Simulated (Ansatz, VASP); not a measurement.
## One calculation of ZnSnN, two programs

```
CELL_PARAMETERS angstrom
4.13253 0.00000 0.00000
0.00000 4.13253 0.00000
0.00000 0.00000 3.57633
ATOMIC_POSITIONS crystal
Zn 0.50000 0.50000 0.50000
Sn 0.00000 0.00000 0.50000
N 0.50000 0.50000 0.00000
```

Alike in both runs: functional PBE; k mesh 12 × 12 × 14; occupations gaussian, width 0.1 eV; no spin polarisation.

Ansatz relaxed the structure, and its values are those at the end. VASP's run is a single point on that final structure, the one shown.

```csv
,VASP,Ansatz
version,VASP 6.6.1,Ansatz 0.2.0
potentials or method,"VASP PAW PBE potentials, release 64 (Zn, Sn_d, N), cutoff 520 eV","scalar-relativistic, plane waves, PAW"
valence electrons in the cell,31,31
```

VASP gave:

- gap on the k mesh at the Fermi level (eV): none
- pressure (GPa): 0.4

Problem. Estimate Ansatz's values.

Solution. gap on the k mesh at the Fermi level (eV): none; pressure (GPa): 0.0.

A gap of «none» marks a metal or a gap that the smearing closes.
